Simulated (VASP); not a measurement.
# ZnAg (P4/mmm) in VASP: a series of runs

The runs below take ZnAg through single point, relaxation of cell and atoms, with LDA.

Program: VASP 6.6.1. These are calculated values, not measurements. Logs are shortened: lines on timing, memory, paths and dates and some standing lists are left out, and cuts for length are marked.

**1. The cell of the first run**

Symmetry: P4/mmm, No. 123, tetragonal system. The conventional cell has a = 2.780 Å, b = 2.780 Å, c = 3.787 Å, α = 90.00°, β = 90.00°, γ = 90.00°. Zn (site symmetry 4/mmm) has 8 Ag at 2.73 Å and 4 Zn at 2.78 Å within 3.6 Å. Ag (site symmetry 4/mmm) has 8 Zn at 2.73 Å and 4 Ag at 2.78 Å within 3.6 Å.

**2. Single point, LDA**

INCAR

```
PREC = Accurate
ENCUT = 520
EDIFF = 1E-6
ISMEAR = 0
SIGMA = 0.1
LREAL = False
LASPH = True
NELM = 60
ALGO = Normal
ISIF = 2
LWAVE = False
LCHARG = False
NBANDS = 31
```

KPOINTS

```
Automatic mesh
0
Gamma
  6 6 6
```

POSCAR

```
ZnAg
1.0
    3.7871810035      0.0000000000      0.0000000000
    0.0000000000      3.9312314453      0.0000000000
    0.0000000000      0.0000000000      3.9312314453
Zn Ag
2 2
Direct
    0.0000000000      0.0000000000      0.0000000000
    0.0000000000      0.5000000000      0.5000000000
    0.5000000000      0.0000000000      0.5000000000
    0.5000000000      0.5000000000      0.0000000000
```

Potentials or basis: VASP PAW LDA potentials, release 64 (Zn, Ag).

The run is started by

```
$ cat potpaw_LDA.64/Zn/POTCAR potpaw_LDA.64/Ag/POTCAR > POTCAR
$ mpirun -np 1 vasp_std > vasp.out
```

OUTCAR:

```text
PREC = Accurate
   ENCUT = 520
   EDIFF = 1E-6
   ISMEAR = 0
   LREAL = False
   LASPH = True
   NELM = 60
   ISIF = 2

 ion  position               nearest neighbor table
   1  0.000  0.000  0.000-   3 2.73   4 2.73   3 2.73   4 2.73   3 2.73   4 2.73   3 2.73   4 2.73
                             2 2.78   2 2.78   2 2.78   2 2.78
   2  0.000  0.500  0.500-   3 2.73   4 2.73   4 2.73   3 2.73   3 2.73   4 2.73   4 2.73   3 2.73
                             1 2.78   1 2.78   1 2.78   1 2.78
   3  0.500  0.000  0.500-   1 2.73   2 2.73   1 2.73   2 2.73   1 2.73   2 2.73   1 2.73   2 2.73
                             4 2.78   4 2.78   4 2.78   4 2.78
   4  0.500  0.500  0.000-   1 2.73   2 2.73   2 2.73   1 2.73   1 2.73   2 2.73   2 2.73   1 2.73
                             3 2.78   3 2.78   3 2.78   3 2.78

  LATTYP: Found a simple tetragonal cell.
 ALAT       =     3.9312314453
 C/A-ratio  =     0.9633574253

  Lattice vectors:

 A1 = (   0.0000000000,   3.9312314453,   0.0000000000)
 A2 = (   0.0000000000,   0.0000000000,   3.9312314453)
 A3 = (   3.7871810035,   0.0000000000,   0.0000000000)

Analysis of symmetry for initial positions (statically):
=====================================================================
 Subroutine PRICEL returns following result:

  LATTYP: Found a simple tetragonal cell.
 ALAT       =     2.7798004134
 C/A-ratio  =     1.3623931363

  Lattice vectors:

 A1 = (   0.0000000000,   1.9656157226,  -1.9656157226)
 A2 = (   0.0000000000,   1.9656157226,   1.9656157227)
 A3 = (   3.7871810035,   0.0000000000,   0.0000000000)

   2 primitive cells build up your supercell.

 Routine SETGRP: Setting up the symmetry group for a
 simple tetragonal supercell.

 Subroutine GETGRP returns: Found 16 space group operations
 (whereof 16 operations were pure point group operations)
 out of a pool of 16 trial point group operations.

The static configuration has the point symmetry D_4h.

Analysis of symmetry for dynamics (positions and initial velocities):
=====================================================================
 Subroutine PRICEL returns following result:

  LATTYP: Found a simple tetragonal cell.
 ALAT       =     2.7798004134
 C/A-ratio  =     1.3623931363

  Lattice vectors:

 A1 = (   0.0000000000,   1.9656157226,  -1.9656157226)
 A2 = (   0.0000000000,   1.9656157226,   1.9656157227)
 A3 = (   3.7871810035,   0.0000000000,   0.0000000000)

   2 primitive cells build up your supercell.

 Routine SETGRP: Setting up the symmetry group for a
 simple tetragonal supercell.

 Subroutine GETGRP returns: Found 16 space group operations
 (whereof 16 operations were pure point group operations)
 out of a pool of 16 trial point group operations.

The dynamic configuration has the point symmetry D_4h.

 Subroutine INISYM returns: Found 16 space group operations
 (whereof 16 operations are pure point group operations),
 and found     2 'primitive' translations

----------------------------------------------------------------------------------------

                                     Primitive cell

  volume of cell :      29.2646

  direct lattice vectors                    reciprocal lattice vectors
     0.000000000  1.965615723 -1.965615723     0.000000000  0.254373220 -0.254373220
     0.000000000  1.965615723  1.965615723     0.000000000  0.254373220  0.254373220
     3.787181004  0.000000000  0.000000000     0.264048642  0.000000000  0.000000000

  length of vectors
     2.779800413  2.779800413  3.787181004     0.359738057  0.359738057  0.264048642

  position of ions in fractional coordinates (direct lattice)
     0.000000000  0.000000000  0.000000000
     0.500000000  0.500000000  0.500000000

  ion indices of the primitive-cell ions
   primitive index   ion index
                 1           1
                 2           3

----------------------------------------------------------------------------------------

 KPOINTS: Automatic mesh

Automatic generation of k-mesh.
 Grid dimensions read from file:
 generate k-points for:    6    6    6

 Generating k-lattice:

  Cartesian coordinates                     Fractional coordinates (reciprocal lattice)
     0.044008107  0.000000000  0.000000000     0.166666667  0.000000000  0.000000000
     0.000000000  0.042395537  0.000000000     0.000000000  0.166666667  0.000000000
     0.000000000  0.000000000  0.042395537     0.000000000  0.000000000  0.166666667

  Length of vectors
     0.044008107  0.042395537  0.042395537

  Shift w.r.t. Gamma in fractional coordinates (k-lattice)
     0.000000000  0.000000000  0.000000000

 Subroutine IBZKPT returns following result:
 ===========================================

 Found     40 irreducible k-points:

 Following reciprocal coordinates:
            Coordinates               Weight
  0.000000  0.000000  0.000000      1.000000
  0.166667  0.000000  0.000000      2.000000
  0.333333  0.000000  0.000000      2.000000
  0.500000  0.000000  0.000000      1.000000
  0.000000  0.166667  0.000000      4.000000
  0.166667  0.166667  0.000000      8.000000
[... 16 lines left out ...]
  0.333333  0.333333  0.166667     16.000000
  0.500000  0.333333  0.166667      8.000000
 [... further k-points ...]
   k-points           NKPTS =     40   k-points in BZ     NKDIM =     40   number of bands    NBANDS=     31
   number of dos      NEDOS =    301   number of ions     NIONS =      4
   total plane-waves  NPLWV =  25200
   dimension x,y,z NGX =    28 NGY =   30 NGZ =   30
   dimension x,y,z NGXF=    56 NGYF=   60 NGZF=   60
   ions per type =               2   2
   NGX,Y,Z   is equivalent  to a cutoff of  12.29, 12.69, 12.69 a.u.
   NGXF,Y,Z  is equivalent  to a cutoff of  24.58, 25.37, 25.37 a.u.
 SYSTEM =  unknown system
   PREC   = accura    normal or accurate (medium, high low for compatibility)
   ISTART =      0    job   : 0-new  1-cont  2-samecut
   ICHARG =      2    charge: 1-file 2-atom 10-const
   ISPIN  =      1    spin polarized calculation?
   LNONCOLLINEAR =      F non collinear calculations
   LSORBIT =      F    spin-orbit coupling
   LASPH  =      T    aspherical Exc in radial PAW
   ENCUT  =  520.0 eV  38.22 Ry    6.18 a.u.   7.04  7.31  7.31*2*pi/ulx,y,z
   NELM   =     60;   NELMIN=  2; NELMDL= -5     # of ELM steps
   EDIFF  = 0.1E-05   stopping-criterion for ELM
   LREAL  =      F    real-space projection
   EDIFFG = 0.1E-04   stopping-criterion for IOM
   NSW    =      0    number of steps for IOM
   IBRION =     -1    ionic relax: 0-MD 1-quasi-New 2-CG
   NFREE  =      0    steps in history (QN), initial steepest desc. (CG)
   ISIF   =      2    stress and relaxation
   ISYM   =      2    0-nonsym 1-usesym 2-fastsym
   POTIM  = 0.5000    time-step for ionic-motion
   TEBEG  =    0.0;   TEEND  =   0.0 temperature during run
   PSTRESS=    0.0 pullay stress
   NELECT =      46.0000    total number of electrons
   NUPDOWN=      -1.0000    fix difference up-down
   EMIN   =  10.00;   EMAX   =-10.00  energy-range for DOS
   EFERMI =   0.00;   METHOD = LEGACY
   ISMEAR =     0;   SIGMA  =   0.10  broadening in eV -4-tet -1-fermi 0-gaus
   EFERMI_NEDOS =   21; number of points for ismear=-14 and -15
   IALGO  =     38    algorithm
   IMIX   =      4    mixing-type and parameters
     AMIX     =   0.40;   BMIX     =  1.00
     AMIX_MAG =   1.60;   BMIX_MAG =  1.00
  volume/ion in A,a.u.               =      14.63        98.74
  Fermi-wavevector in a.u.,A,eV,Ry     =   1.510786  2.854972 31.054957  2.282475
  Thomas-Fermi vector in A             =   2.620930
   LORBIT       =      0    0 simple, 1 ext, 2 COOP (PROOUT), +10 PAW based schemes
   GGA     = CA    functional components
   LHFCALC =     F    Hartree Fock is set to
   AEXX    =    0.0000 exact exchange contribution
   IVDW    =     0    specifies the selected vdW correction
   LEPSILON=     F    determine dielectric tensor
   LRPA    =     F    only Hartree local field effects (RPA)
 non-spin polarized calculation
 Gauss-broadening in eV      SIGMA  =   0.10
  energy-cutoff  :      520.00
  volume of cell :       58.53
 maximum number of plane-waves:      1602
   NGX = 15   NGY = 15   NGZ = 15

 number of electron      46.0000022 magnetization

 Free energy of the ion-electron system (eV)
  ---------------------------------------------------
  ext. energy  EPLUGINS =         0.00000000
  ---------------------------------------------------
  free energy    TOTEN  =       -11.56376791 eV

  energy without entropy =      -11.55966033  energy(sigma->0) =      -11.56171412

 E-fermi :   6.9292     XC(G=0): -12.8236

 val. band max:        6.6800419683   @ k =   0.5000   0.3333   0.1667
 cond. band min:       6.9320316337   @ k =   0.3333   0.1667   0.0000
 fundamental gap:      0.2519896654
 Fermi energy:         6.9291787348

 k-point     1 :       0.0000    0.0000    0.0000
  band No.  band energies     occupation
      1      -3.1338      2.00000
      2      -1.4670      2.00000
      3      -1.3926      2.00000
      4      -1.3526      2.00000
      5      -1.3374      2.00000
      6      -1.3196      2.00000
[... 23 lines left out ...]
     30      15.9623      0.00000
     31      17.2781      0.00000

 k-point     2 :       0.1667    0.0000    0.0000
  band No.  band energies     occupation
      1      -2.8181      2.00000
      2      -1.3879      2.00000
      3      -1.3126      2.00000
      4      -1.3051      2.00000
      5      -1.2422      2.00000
      6      -1.2422      2.00000
[... 23 lines left out ...]
     30      15.9565      0.00000
     31      16.4645      0.00000

 k-point     3 :       0.3333    0.0000    0.0000
  band No.  band energies     occupation
      1      -1.9713      2.00000
      2      -1.2264      2.00000
      3      -1.2000      2.00000
      4      -1.0829      2.00000
      5      -1.0421      2.00000
      6      -1.0421      2.00000
[... 23 lines left out ...]
     30      15.7054      0.00000
     31      17.8511      0.00000

 k-point     4 :       0.5000    0.0000    0.0000
  band No.  band energies     occupation
      1      -1.4181      2.00000
      2      -1.1439      2.00000
      3      -1.1408      2.00000
      4      -0.8984      2.00000
      5      -0.8984      2.00000
      6      -0.5116      2.00000
[... 635 lines left out ...]
     30      16.6497      0.00000
     31      17.0911      0.00000

 k-point    23 :       0.3333    0.3333    0.1667
  band No.  band energies     occupation
      1      -1.3465      2.00000
      2      -1.1222      2.00000
      3      -1.0514      2.00000
      4      -0.9421      2.00000
      5      -0.8994      2.00000
      6      -0.7749      2.00000
[... 23 lines left out ...]
     30      17.5058      0.00000
     31      17.9174      0.00000

 k-point    24 :       0.5000    0.3333    0.1667
  band No.  band energies     occupation
      1      -1.2307      2.00000
      2      -1.0805      2.00000
      3      -1.0558      2.00000
      4      -0.9084      2.00000
      5      -0.8147      2.00000
      6      -0.7592      2.00000
[... 23 lines left out ...]
     30      17.7819      0.00000
     31      18.1669      0.00000

 [... further k-points ...]
[... 5 lines left out ...]
  --------------------------------------------------------------------------------------
  -------------------------------------------------------------------------------------
  Total        0.1875938      0.1247804      0.1247804      0.0000000      0.0000000      0.0000000
  in kB        5.1351823      3.4157320      3.4157320      0.0000000      0.0000000      0.0000000
  external PRESSURE =       3.9888821 kB  Pullay stress =       0.0000000 kB

 VOLUME and BASIS-vectors are now :
 -----------------------------------------------------------------------------
  energy-cutoff  :      520.00
  volume of cell :       58.53
      direct lattice vectors                 reciprocal lattice vectors
     3.787181004  0.000000000  0.000000000     0.264048642  0.000000000  0.000000000
     0.000000000  3.931231445  0.000000000     0.000000000  0.254373220  0.000000000
     0.000000000  0.000000000  3.931231445     0.000000000  0.000000000  0.254373220

 POSITION                                       TOTAL-FORCE (eV/Angst)
 -----------------------------------------------------------------------------------
      0.00000      0.00000      0.00000        -0.000000      0.000000     -0.000000
      0.00000      1.96562      1.96562        -0.000000      0.000000     -0.000000
      1.89359      0.00000      1.96562         0.000000     -0.000000      0.000000
      1.89359      1.96562      0.00000         0.000000     -0.000000      0.000000
 -----------------------------------------------------------------------------------
    total drift:                                0.000000      0.000000      0.000000

  FREE ENERGIE OF THE ION-ELECTRON SYSTEM (eV)
  ---------------------------------------------------
  free  energy   TOTEN  =       -11.5637679104 eV

  energy  without entropy=      -11.5596603254  energy(sigma->0) =      -11.56171412
```

Run time: 1.7 min. Hardware: 1 thread of Intel Xeon 8259CL, shared host; peak memory 0.19 GiB.

Results:

```yaml
Free_energy: -11.5638 eV
Pressure: 0.4 GPa
Band_gap_on_the_k_mesh: zero (bands 23 and 24 overlap by 6.07 eV)
```

Stress tensor (GPa, compression positive):
```
0.51 0.00 0.00
0.00 0.34 0.00
0.00 0.00 0.34
```

Levels at points of the mesh, in eV from the Fermi level:
| k point | band 20 | band 21 | band 22 | band 23 | band 24 | band 25 | band 26 | band 27 |
| --- | --- | --- | --- | --- | --- | --- | --- | --- |
| (0.00, 0.00, 0.00) | -3.95 | -3.21 | -0.39 | -0.39 | 0.34 | 3.53 | 5.00 | 5.46 |
| (0.50, 0.00, 0.00) | -4.37 | -3.98 | -3.21 | 2.68 | 4.06 | 4.06 | 4.39 | 4.39 |
| (0.00, 0.50, 0.00) | -4.69 | -4.68 | -4.68 | 3.59 | 3.59 | 4.56 | 4.56 | 5.12 |
| (0.50, 0.50, 0.00) | -4.89 | -2.52 | -2.52 | -2.49 | -2.49 | 6.32 | 6.32 | 6.35 |
| (0.00, 0.50, 0.50) | -4.43 | -4.32 | -4.32 | -1.41 | -1.41 | 7.29 | 7.29 | 7.56 |
| (0.50, 0.50, 0.50) | -4.13 | -2.49 | -2.49 | -1.85 | -1.85 | 0.88 | 0.88 | 2.24 |

**3. Relaxation of cell and atoms, LDA**

This run uses another cell than the first one, of 16.18 Å³/atom.

INCAR

```
  PREC = Accurate
  ENCUT = 600
  EDIFF = 1E-6
  ISMEAR = 0
  SIGMA = 0.1
  LREAL = False
  LASPH = True
  NELM = 80
  ALGO = Normal
  ISIF = 3
  LWAVE = False
  LCHARG = False
  GGA = CA
  IBRION = 2
  NSW = 60
  EDIFFG = -0.01
```

KPOINTS is that of step 2.

POSCAR

```
ZnAg
1.0
    4.0150000000      0.0000000000      0.0000000000
    0.0000000000      4.0150000000      0.0000000000
    0.0000000000      0.0000000000      4.0150000000
Zn Ag
2 2
Direct
    0.0000000000      0.0000000000      0.0000000000
    0.0000000000      0.5000000000      0.5000000000
    0.5000000000      0.0000000000      0.5000000000
    0.5000000000      0.5000000000      0.0000000000
```

Potentials or basis: VASP PAW LDA potentials, release 64 (Zn, Ag).

The run is started by

```
$ cat potpaw_LDA.64/Zn/POTCAR potpaw_LDA.64/Ag/POTCAR > POTCAR
$ mpirun -np 1 vasp_std > vasp.out
```

Wall time 7.4 min (1 thread of Intel Xeon 8259CL, shared host); peak memory 0.22 GiB.

The run converged. Its results:

| Item | Value |
| --- | --- |
| Free energy | -11.5660 eV |
| Relaxed volume | 14.71 Å³/atom |
| Relaxed cell | a = 3.799 Å, b = 3.935 Å, c = 3.935 Å, α = 90.00°, β = 90.00°, γ = 90.00° |
| Space group after relaxing (to 0.1 Å) | P4/mmm (No. 123) |
| Energy gained by relaxing | 53.4 meV/atom |
| Ionic steps | 7 |
| Pressure after relaxing | -0.1 GPa |
| Band gap on the k mesh | zero (bands 23 and 24 overlap by 6.08 eV) |

The path:
| step | energy change (eV) | largest force (eV/Å) | pressure (GPa) | volume (Å³) |
| --- | --- | --- | --- | --- |
| 1 | 0.0000 | 0.0000 | -9.56 | 64.72 |
| 2 | -0.1522 | 0.0000 | 6.89 | 56.09 |
| 3 | -0.2047 | 0.0000 | 0.21 | 58.70 |
| 4 | -0.2046 | 0.0000 | -0.09 | 58.82 |
| 5 | -0.2103 | 0.0000 | -0.11 | 58.82 |
| 6 | -0.2134 | 0.0000 | -0.18 | 58.82 |
| 7 | -0.2138 | 0.0000 | -0.09 | 58.82 |

Final structure:
```
Zn Ag
1.0
     3.79912    0.00000    0.00000
     0.00000    3.93479    0.00000
     0.00000    0.00000    3.93479
Zn Ag
2 2
Direct
  0.00000 0.00000 0.00000
  0.00000 0.50000 0.50000
  0.50000 0.00000 0.50000
  0.50000 0.50000 0.00000
```

Levels at points of the mesh, in eV from the Fermi level:
```
           k point  band 21  band 22  band 23  band 24  band 25  band 26
(0.00, 0.00, 0.00)    -3.21    -0.37    -0.37     0.32     3.50     4.99
(0.50, 0.00, 0.00)    -3.97    -3.20     2.67     4.04     4.04     4.38
(0.00, 0.50, 0.00)    -4.67    -4.67     3.59     3.59     4.52     4.52
(0.50, 0.50, 0.00)    -2.52    -2.52    -2.49    -2.49     6.29     6.29
(0.00, 0.50, 0.50)    -4.30    -4.30    -1.40    -1.40     7.23     7.23
(0.50, 0.50, 0.50)    -2.47    -2.47    -1.83    -1.83     0.85     0.85
```
